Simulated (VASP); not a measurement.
A run of VASP 6.6.1 is set up as follows.

INCAR

```
PREC = Accurate
ENCUT = 520
EDIFF = 1E-7
ISMEAR = 0
SIGMA = 0.2
LREAL = F
LASPH = T
NELM = 60
ALGO = Normal
ISIF = 2
LWAVE = F
LCHARG = F
GGA = PE
NBANDS = 31
```

KPOINTS

```
regular mesh
0
Gamma
  6 6 4
```

Contents of POSCAR:

```
SnC2
1.0
   -3.3662115509      0.0000000000      0.0000000000
    0.0000000000      0.0000000000     -4.1721483228
    0.0000000001     -5.8304494351      0.0000000000
Sn C
2 4
Direct
    0.0000000000      0.0000000000      1.0000000000
    0.5000000000      1.0000000000      0.5000000000
    0.5000000000      0.3427155815      0.8333333333
    0.0000000000      0.3427155815      0.3333333333
    0.5000000000      0.6572844185      0.8333333333
    0.0000000000      0.6572844185      0.3333333333
```

Potentials or basis: VASP PAW PBE potentials, release 64 (Sn_d, C).

Launch:

```bash
$ cat potpaw_PBE.64/Sn_d/POTCAR potpaw_PBE.64/C/POTCAR > POTCAR
$ mpirun -np 1 vasp_std > vasp.out
```

Q: Estimate the pressure.

A: 0.2 GPa.

Q: What does it give for the band gap on the k mesh?

A: Zero (band 22 reaches 9.62 eV, above the bottom of band 23 at 5.43 eV).

Stress tensor (GPa, compression positive):
```
 0.57  0.00  0.00
 0.00  0.24  0.00
 0.00  0.00 -0.26
```

Caveat: spin-orbit coupling is left out, which moves the levels of the heavy elements.
